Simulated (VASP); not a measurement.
Here is a VASP 6.6.1 calculation.

The input INCAR:

```
SYSTEM = Ge
  ALGO = Normal
  EDIFF = 1E-6
  ENCUT = 500
  GGA = PE
  GGA_COMPAT = .FALSE.
  ISIF = 2
  ISMEAR = -1
  ISPIN = 2
  LASPH = .TRUE.
  LCHARG = .FALSE.
  LORBIT = 11
  LREAL = .FALSE.
  LWAVE = .FALSE.
  MAGMOM = 0 0
  NBANDS = 25
  NELM = 200
  NUPDOWN = 0.0
  PREC = Accurate
  SIGMA = 0.1
```

Contents of KPOINTS:

```
k-points
0
G
  8 8 8
  0 0 0
```

POSCAR

```
Ge
1.0
    0.0000000000      2.8289100000      2.8289100000
    2.8289100000      0.0000000000      2.8289100000
    2.8289100000      2.8289100000      0.0000000000
Ge
2
Direct
    0.7358230000      0.7611300000      0.7533610000
    0.5067180000      0.4860650000      0.4970770000
```

Potentials or basis: VASP PAW PBE potentials, release 64 (Ge_d).

Command:

```sh
$ cat potpaw_PBE.64/Ge_d/POTCAR > POTCAR
$ mpirun -np 1 vasp_std > vasp.out
```

Q: Predict the largest force.

A: 1.141 eV/Å.

Q: Estimate the pressure.

A: 3.9 GPa.

Forces in eV/Å, atoms in the order of the input:
```
Ge  -0.996  0.496 -0.249
Ge   0.996 -0.496  0.249
```

Caveat: the cell differs from its parent crystal (atoms moved at random); the cell stands under pressure; the total moment is fixed, so each spin has its own Fermi level; forces of over 1 eV/Å act on the atoms, so gaps and moduli don't describe the material at rest.
